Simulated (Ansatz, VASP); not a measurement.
This is a calculation of ZnS for Ansatz 0.2.0.

Contents of input.yaml:

```yaml
crystal:
  lattice:
    - [3.7854220481, 0.0, 0.0]
    - [-1.8927110241, 3.2782716577, 0.0]
    - [0.0, 0.0, 6.1921598132]
  atoms:
    - { symbol: Zn, position: [0.6666666667, 0.3333333333, 0.5] }
    - { symbol: Zn, position: [0.3333333333, 0.6666666667, 0.0] }
    - { symbol: S, position: [0.6666666667, 0.3333333333, 0.885] }
    - { symbol: S, position: [0.3333333333, 0.6666666667, 0.385] }
hamiltonian:
  xc: rpbe
  pseudopotentials: { kind: paw }
kpoints:
  mp_grid: { grid: [8, 8, 5] }
scf:
  occupations: { method: fermi_dirac, width: 0.05 }
output:
  forces: true
  stress: true
  eigenvalues: true
```

Potentials or basis: Ansatz PAW.

Command:

```bash
$ ansatz run input.yaml --threads 2 --pin off --max-ram 5120MiB --backend cpu --events-out ev --progress --plain --runs-dir out
```

Set up the same calculation for VASP 6.6.1. Potentials there: VASP PAW PBE potentials, release 64 (Zn, S).

As run (the cutoff follows the program's own potentials):

Contents of INCAR:

```
ALGO = Normal
EDIFF = 1E-7
ENCUT = 520
GGA = RP
ISIF = 2
ISMEAR = -1
LASPH = True
LCHARG = True
LELF = True
LREAL = False
LVHAR = True
LWAVE = False
NBANDS = 26
NELM = 80
PREC = Accurate
SIGMA = 0.05
```

KPOINTS

```
k-points
0
Gamma
  8 8 5
```

Contents of POSCAR:

```
ZnS
1.0
    3.7854220481      0.0000000000      0.0000000000
   -1.8927110241      3.2782716577      0.0000000000
    0.0000000000      0.0000000000      6.1921598132
Zn S
2 2
Direct
    0.6666666667      0.3333333333      0.5000000000
    0.3333333333      0.6666666667      0.0000000000
    0.6666666667      0.3333333333      0.8850000000
    0.3333333333      0.6666666667      0.3850000000
```

Potentials or basis: VASP PAW PBE potentials, release 64 (Zn, S).

Launch:

```bash
$ cat potpaw_PBE.64/Zn/POTCAR potpaw_PBE.64/S/POTCAR > POTCAR
$ mpirun -np 1 vasp_std > vasp.out
```

Both were run:

|  | VASP | Ansatz | Ansatz less VASP |
| --- | --- | --- | --- |
| gap on the k mesh at the Fermi level (eV) | 2.52 | 2.52 | -0.003 |
| least direct gap on the mesh (eV) | 2.52 | 2.52 | -0.003 |
| pressure (GPa) | 6.8 | 6.7 | -0.15 |
| traceless stress, the component that is largest in VASP (GPa) | -1.71 | -1.69 | +0.019 |
| rms of the force components (eV/Å) | 0.204 | 0.203 | -0.0016 |

VASP's potentials were made for PBE, not for RPBE. Atom by atom the forces differ by 0.002 eV/Å (rms over components).

Noted on Ansatz's run: odd divisions of the mesh miss points on the zone boundary, where band edges often lie, so the gap on the mesh can be too wide.
